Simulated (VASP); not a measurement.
# HfO2 (base) (Fm-3m) in VASP: a series of runs

Runs on HfO2 (base). Level: PBE. Tasks: vibrations by perturbation theory.

All numbers are computed with VASP 6.6.1; they aren't measurements. Logs are shortened: lines on timing, memory, paths and dates and some standing lists are left out, and cuts for length are marked.

## (1) The cell of the first run

Symmetry: Fm-3m, No. 225, cubic system. Conventional cell: a = 5.098 Å, b = 5.098 Å, c = 5.098 Å, α = 90.00°, β = 90.00°, γ = 90.00°. Within 2.9 Å of Hf (site symmetry m-3m) lie 8 O at 2.21 Å. Within 2.9 Å of O (site symmetry -43m) lie 4 Hf at 2.21 Å and 6 O at 2.55 Å.

## (2) Vibrations by perturbation theory, PBE

The input, INCAR:

```
PREC = Accurate
ENCUT = 600
EDIFF = 1E-8
ISMEAR = 0
SIGMA = 0.01
LREAL = F
LASPH = T
NELM = 120
ALGO = Normal
ISIF = 2
LWAVE = F
LCHARG = T
GGA = PE
NBANDS = 18
IBRION = 8
NSW = 1
LEPSILON = T
GGA_COMPAT = F
```

The input, KPOINTS:

```
Automatic mesh
0
Gamma
  8 8 8
```

The input, POSCAR:

```
HfO2
1.0
    0.0000000000      2.5488058705      2.5488058705
    2.5488058705      0.0000000000      2.5488058705
    2.5488058705      2.5488058705      0.0000000000
Hf O
1 2
Direct
    0.0000000000      0.0000000000      0.0000000000
    0.2500000000      0.2500000000      0.2500000000
    0.7500000000      0.7500000000      0.7500000000
```

Potentials or basis: VASP PAW PBE potentials, release 64 (Hf_pv, O).

On the command line:

```sh
> cat potpaw_PBE.64/Hf_pv/POTCAR potpaw_PBE.64/O/POTCAR > POTCAR
> mpirun -np 1 vasp_std > vasp.out
```

OUTCAR:

```text
PREC = Accurate
   ENCUT = 600
   EDIFF = 1E-8
   ISMEAR = 0
   LREAL = F
   LASPH = T
   NELM = 120
   ISIF = 2
   GGA = PE
   IBRION = 8
   NSW = 1
   LEPSILON = T

 ion  position               nearest neighbor table
   1  0.000  0.000  0.000-   3 2.21   3 2.21   3 2.21   2 2.21   3 2.21   2 2.21   2 2.21   2 2.21

   2  0.250  0.250  0.250-   1 2.21   1 2.21   1 2.21   1 2.21
   3  0.750  0.750  0.750-   1 2.21   1 2.21   1 2.21   1 2.21

  LATTYP: Found a face centered cubic cell.
 ALAT       =     5.0976117410

  Lattice vectors:

 A1 = (   0.0000000000,   2.5488058705,   2.5488058705)
 A2 = (   2.5488058705,   0.0000000000,   2.5488058705)
 A3 = (   2.5488058705,   2.5488058705,   0.0000000000)

Analysis of symmetry for initial positions (statically):
=====================================================================
 Subroutine PRICEL returns:
 Original cell was already a primitive cell.

 Routine SETGRP: Setting up the symmetry group for a
 face centered cubic supercell.

 Subroutine GETGRP returns: Found 48 space group operations
 (whereof 48 operations were pure point group operations)
 out of a pool of 48 trial point group operations.

The static configuration has the point symmetry O_h .

Analysis of symmetry for dynamics (positions and initial velocities):
=====================================================================
 Subroutine PRICEL returns:
 Original cell was already a primitive cell.

 Routine SETGRP: Setting up the symmetry group for a
 face centered cubic supercell.

 Subroutine GETGRP returns: Found 48 space group operations
 (whereof 48 operations were pure point group operations)
 out of a pool of 48 trial point group operations.

The dynamic configuration has the point symmetry O_h .

 Subroutine INISYM returns: Found 48 space group operations
 (whereof 48 operations are pure point group operations),
 and found     1 'primitive' translations

----------------------------------------------------------------------------------------

                                     Primitive cell

  volume of cell :      33.1162

  direct lattice vectors                    reciprocal lattice vectors
     0.000000000  2.548805870  2.548805870    -0.196170295  0.196170295  0.196170295
     2.548805870  0.000000000  2.548805870     0.196170295 -0.196170295  0.196170295
     2.548805870  2.548805870  0.000000000     0.196170295  0.196170295 -0.196170295

  length of vectors
     3.604555830  3.604555830  3.604555830     0.339776918  0.339776918  0.339776918

  position of ions in fractional coordinates (direct lattice)
     0.000000000  0.000000000  0.000000000
     0.250000000  0.250000000  0.250000000
     0.750000000  0.750000000  0.750000000

  ion indices of the primitive-cell ions
   primitive index   ion index
                 1           1
                 2           2
                 3           3

[... 675 lines left out ...]

------------------------ aborting loop because EDIFF is reached ----------------------------------------

--------------------------------------- Ionic step        3  -------------------------------------------

------------------------ aborting loop because EDIFF is reached ----------------------------------------

 PIEZOELECTRIC TENSOR FIELD DIRECTION 3  (e Angst)
 -----------------------------------------------------------------------------
     0.00002  0.00000  0.00000           ( -0.00001  0.00000  0.00000)
     0.00000  0.00002 -0.00000           (  0.00000 -0.00001  0.00000)
     0.00000  0.00000 -0.00043           (  0.00000  0.00000  0.00000)

 PIEZOELECTRIC TENSOR FIELD DIRECTION 3  (C/m^2)
 -----------------------------------------------------------------------------
     0.00001  0.00000  0.00000
     0.00000  0.00001 -0.00000
     0.00000  0.00000 -0.00021

--------------------------------------- Ionic step        4  -------------------------------------------

------------------------ aborting loop because EDIFF is reached ----------------------------------------

[... ionic steps 5 to 6 ...]

--------------------------------------- Ionic step        7  -------------------------------------------

 Free energy of the ion-electron system (eV)
  ---------------------------------------------------
  ---------------------------------------------------
  free energy    TOTEN  =        -0.36871377 eV

  energy without entropy =       -0.36871377

------------------------ aborting loop because EDIFF is reached ----------------------------------------

 INTERNAL STRAIN TENSOR  FOR ION    2  DIRECTION 1   (eV/Angst):
 -----------------------------------------------------------------------------
    -0.00059  0.00000  0.00000
     0.00000  0.00044 -6.05994
     0.00000 -6.05994  0.00044

 MACROSCOPIC STATIC DIELECTRIC TENSOR (including local field effects in DFT)
 ------------------------------------------------------
           5.261234     0.000000     0.000000
           0.000000     5.261234    -0.000000
          -0.000000     0.000000     5.261234
 ------------------------------------------------------

 PIEZOELECTRIC TENSOR (including local field effects)  for field in x, y, z        (e  Angst)
          XX          YY          ZZ          XY          YZ          ZX
  --------------------------------------------------------------------------------
  x     0.00000     0.00000     0.00000     0.00000     0.00000     0.00000
  y     0.00000     0.00000     0.00000     0.00000     0.00000     0.00000
  z     0.00000     0.00000     0.00000     0.00000     0.00000     0.00000

 PIEZOELECTRIC TENSOR (including local field effects)  for field in x, y, z        (C/m^2)
          XX          YY          ZZ          XY          YZ          ZX
  --------------------------------------------------------------------------------
  x     0.00000     0.00000     0.00000     0.00000     0.00000     0.00000
  y     0.00000     0.00000     0.00000     0.00000     0.00000     0.00000
  z     0.00000     0.00000     0.00000     0.00000     0.00000     0.00000

 BORN EFFECTIVE CHARGES (including local field effects) (in |e|, cummulative output)
 ---------------------------------------------------------------------------------
 ion    1
    1     5.51084     0.00000     0.00000
    2     0.00000     5.51084     0.00000
    3     0.00000     0.00000     5.51084
 ion    2
    1    -2.75542     0.00000     0.00000
    2     0.00000    -2.75542     0.00000
    3     0.00000     0.00000    -2.75542
 ion    3
    1    -2.75542     0.00000     0.00000
    2     0.00000    -2.75542     0.00000
    3     0.00000     0.00000    -2.75542

 INTERNAL STRAIN TENSOR FOR ION    3 for displacements in x,y,z  (eV/Angst):
          X           Y           Z          XY          YZ          ZX
  --------------------------------------------------------------------------------
  x     0.00000     0.00000     0.00000     0.00000     6.05994     0.00000
  y     0.00000     0.00000     0.00000     0.00000     0.00000     6.05994
  z     0.00000     0.00000     0.00000     6.05994     0.00000     0.00000

 SECOND DERIVATIVES (NOT SYMMETRIZED)
 ------------------------------------
               1X          1Y          1Z          2X          2Y          2Z          3X          3Y          3Z
  1X    -4.325951    0.000000    0.000000    2.162976    0.000000    0.000000    2.162976    0.000000    0.000000
  1Y     0.000000   -4.325951    0.000000    0.000000    2.162976    0.000000    0.000000    2.162976    0.000000
  1Z     0.000000    0.000000   -4.325951    0.000000    0.000000    2.162976    0.000000    0.000000    2.162976
  2X     2.164406    0.000000   -0.000000  -10.276647    0.000000    0.000000    8.112241    0.000000    0.000000
  2Y     0.000000    2.164406    0.000000    0.000000  -10.276647    0.000000    0.000000    8.112241    0.000000
  2Z    -0.000000    0.000000    2.164406    0.000000    0.000000  -10.276647    0.000000    0.000000    8.112241
  3X     2.164406    0.000000   -0.000000    8.112241    0.000000    0.000000  -10.276647    0.000000    0.000000
  3Y     0.000000    2.164406    0.000000    0.000000    8.112241    0.000000    0.000000  -10.276647    0.000000
  3Z    -0.000000    0.000000    2.164406    0.000000    0.000000    8.112241    0.000000    0.000000  -10.276647

 Eigenvectors and eigenvalues of the dynamical matrix
 ----------------------------------------------------

   1 f  =   16.759786 THz   105.304840 2PiTHz  559.046279 cm-1    69.312874 meV
             X         Y         Z           dx          dy          dz
      0.000000  0.000000  0.000000    -0.000000    0.000000   -0.000000
      1.274403  1.274403  1.274403    -0.000000    0.000000   -0.707107
      3.823209  3.823209  3.823209     0.000000   -0.000000    0.707107
[... 43 lines left out ...]
   9 f/i=    0.000741 THz     0.004655 2PiTHz    0.024714 cm-1     0.003064 meV
             X         Y         Z           dx          dy          dz
      0.000000  0.000000  0.000000    -0.918994    0.059233    0.001048
      1.274403  1.274403  1.274403    -0.275057    0.017729    0.000314
      3.823209  3.823209  3.823209    -0.275057    0.017729    0.000314

--------------------------------------------------------------------------------------------------------

 MACROSCOPIC STATIC DIELECTRIC TENSOR IONIC CONTRIBUTION
 ------------------------------------------------------
          38.351642    -0.000000    -0.000000
          -0.000000    38.351642    -0.000000
          -0.000000    -0.000000    38.351642
 ------------------------------------------------------

 ELASTIC MODULI CONTR FROM IONIC RELAXATION (kBar)
 Direction    XX          YY          ZZ          XY          YZ          ZX
 --------------------------------------------------------------------------------
 XX          -0.0000      0.0000      0.0000      0.0000     -0.0000      0.0000
 YY           0.0000     -0.0000     -0.0000     -0.0000      0.0000     -0.0000
 ZZ           0.0000     -0.0000     -0.0000     -0.0000      0.0000     -0.0000
 XY           0.0000     -0.0000     -0.0000   -193.2331      0.0000     -0.0000
 YZ          -0.0000      0.0000      0.0000      0.0000   -193.2331      0.0000
 ZX           0.0000     -0.0000     -0.0000     -0.0000      0.0000   -193.2331
 --------------------------------------------------------------------------------

 PIEZOELECTRIC TENSOR IONIC CONTR  for field in x, y, z        (C/m^2)
          XX          YY          ZZ          XY          YZ          ZX
  --------------------------------------------------------------------------------
  x    -0.00000     0.00000     0.00000     0.00000    -0.00000     0.00000
  y     0.00000    -0.00000    -0.00000    -0.00000     0.00000    -0.00000
  z    -0.00000    -0.00000     0.00000     0.00000    -0.00000    -0.00000
```

Run time: 9.3 min. Hardware: 1 thread of Intel Xeon Platinum 8259CL at 2.50GHz (Skylake/Cascade Lake), shared host; peak memory 0.39 GiB.

Results:

```
Electronic dielectric tensor (diagonal)                 : 5.26
Born charges (mean of the diagonal)                     : Hf +5.51; O -2.76 e
Highest phonon frequency at Γ, LO-TO splitting left out : 559 cm⁻¹
```

Phonon frequencies in cm⁻¹ (negative: imaginary):
```tsv
q point	frequencies
(0.000, 0.000, 0.000)	0 0 0 208 208 208 559 559 559
```

Electronic dielectric tensor:
```
5.26 0.00 0.00
0.00 5.26 0.00
0.00 0.00 5.26
```

Born effective charge tensors (e):
atom 1, Hf
```
5.51 0.00 0.00
0.00 5.51 0.00
0.00 0.00 5.51
```
atom 2, O
```
-2.76  0.00  0.00
 0.00 -2.76  0.00
 0.00  0.00 -2.76
```
atom 3, O
```
-2.76  0.00  0.00
 0.00 -2.76  0.00
 0.00  0.00 -2.76
```

Caveat: the cell wasn't relaxed at this level first, which shifts response properties; spin-orbit coupling is left out, which moves the levels of the heavy elements.

## (3) Vibrations by perturbation theory, PBE

The input, INCAR:

```
SYSTEM = HfO2
PREC = Accurate
ENCUT = 600
EDIFF = 1E-8
ISMEAR = 0
SIGMA = 0.01
LREAL = .FALSE.
LASPH = .TRUE.
NELM = 120
ALGO = Normal
ISIF = 2
LWAVE = .FALSE.
LCHARG = .TRUE.
GGA = PE
IBRION = 8
NSW = 1
GGA_COMPAT = .FALSE.
```

The input, KPOINTS:

```
Automatic mesh
0
G
  8 8 8
  0 0 0
```

POSCAR is that of step 2.

Potentials or basis: VASP PAW PBE potentials, release 64 (Hf_pv, O).

On the command line:

```sh
> cat potpaw_PBE.64/Hf_pv/POTCAR potpaw_PBE.64/O/POTCAR > POTCAR
> mpirun -np 1 vasp_std > vasp.out
```

OUTCAR:

```text
SYSTEM = HfO2
   PREC = Accurate
   ENCUT = 600
   EDIFF = 1E-8
   ISMEAR = 0
   LREAL = .FALSE.
   LASPH = .TRUE.
   NELM = 120
   ISIF = 2
   GGA = PE
   IBRION = 8
   NSW = 1

 ion  position               nearest neighbor table
   1  0.000  0.000  0.000-   3 2.21   3 2.21   3 2.21   2 2.21   3 2.21   2 2.21   2 2.21   2 2.21

   2  0.250  0.250  0.250-   1 2.21   1 2.21   1 2.21   1 2.21
   3  0.750  0.750  0.750-   1 2.21   1 2.21   1 2.21   1 2.21
[... 703 lines left out ...]
  2Z     0.000000   -0.000000    2.164259    0.000000    0.000000  -10.276424    0.000000    0.000000    8.112165
  3X     2.164259    0.000000    0.000000    8.112165    0.000000    0.000000  -10.276424    0.000000    0.000000
  3Y     0.000000    2.164259   -0.000000    0.000000    8.112165    0.000000    0.000000  -10.276424    0.000000
  3Z     0.000000   -0.000000    2.164259    0.000000    0.000000    8.112165    0.000000    0.000000  -10.276424

 Eigenvectors and eigenvalues of the dynamical matrix
 ----------------------------------------------------

   1 f  =   16.759649 THz   105.303983 2PiTHz  559.041732 cm-1    69.312310 meV
             X         Y         Z           dx          dy          dz
      0.000000  0.000000  0.000000    -0.000000    0.000000   -0.000000
      1.274403  1.274403  1.274403    -0.018281    0.706870   -0.000000
      3.823209  3.823209  3.823209     0.018281   -0.706870    0.000000
[... 43 lines left out ...]
   9 f/i=    0.000322 THz     0.002026 2PiTHz    0.010755 cm-1     0.001333 meV
             X         Y         Z           dx          dy          dz
      0.000000  0.000000  0.000000     0.063173    0.057925    0.916878
      1.274403  1.274403  1.274403     0.018911    0.017340    0.274474
      3.823209  3.823209  3.823209     0.018911    0.017340    0.274474

--------------------------------------------------------------------------------------------------------

 ELASTIC MODULI CONTR FROM IONIC RELAXATION (kBar)
 Direction    XX          YY          ZZ          XY          YZ          ZX
 --------------------------------------------------------------------------------
 XX          -0.0000     -0.0000     -0.0000     -0.0000     -0.0000     -0.0000
 YY          -0.0000     -0.0000     -0.0000     -0.0000     -0.0000     -0.0000
 ZZ          -0.0000     -0.0000     -0.0000     -0.0000     -0.0000     -0.0000
 XY          -0.0000     -0.0000     -0.0000   -193.2346     -0.0000     -0.0000
 YZ          -0.0000     -0.0000     -0.0000     -0.0000   -193.2346      0.0000
 ZX          -0.0000     -0.0000     -0.0000     -0.0000      0.0000   -193.2346
 --------------------------------------------------------------------------------
```

OSZICAR:

```text
N       E                     dE             d eps       ncg     rms          rms(c)
DAV:   1     0.106922806875E+03    0.10692E+03   -0.13901E+04   870   0.162E+03
DAV:   2    -0.319093332112E+02   -0.13883E+03   -0.13632E+03  1136   0.335E+02
DAV:   3    -0.360330867402E+02   -0.41238E+01   -0.41206E+01  1199   0.565E+01
[... 51 lines left out ...]
RMM:  10    -0.368713917634E+00   -0.11875E-06   -0.19680E-09  5098   0.182E-04    0.263E-04
RMM:  11    -0.368713665805E+00    0.25183E-06    0.76996E-09  5378   0.415E-05    0.707E-05
RMM:  12    -0.368713731040E+00   -0.65235E-07   -0.65197E-09  5158   0.164E-05    0.264E-05
RMM:  13    -0.368713783529E+00   -0.52489E-07   -0.44196E-09  4976   0.130E-05    0.112E-05
RMM:  14    -0.368713776730E+00    0.67985E-08   -0.26367E-09  4526   0.718E-06    0.203E-06
 Linear response finished
```

Run time: 3.9 min. Hardware: 1 thread of Intel Xeon Platinum 8259CL at 2.50GHz (Skylake/Cascade Lake), shared host; peak memory 0.28 GiB.

Results:

| Quantity | Value |
| --- | --- |
| Highest phonon frequency at Γ, LO-TO splitting left out | 559 cm⁻¹ |

Phonon frequencies in cm⁻¹ (negative: imaginary):
```
              q point                    frequencies
(0.000, 0.000, 0.000)  0 0 0 208 208 208 559 559 559
```

Caveat: the cell wasn't relaxed at this level first, which shifts response properties; spin-orbit coupling is left out, which moves the levels of the heavy elements.
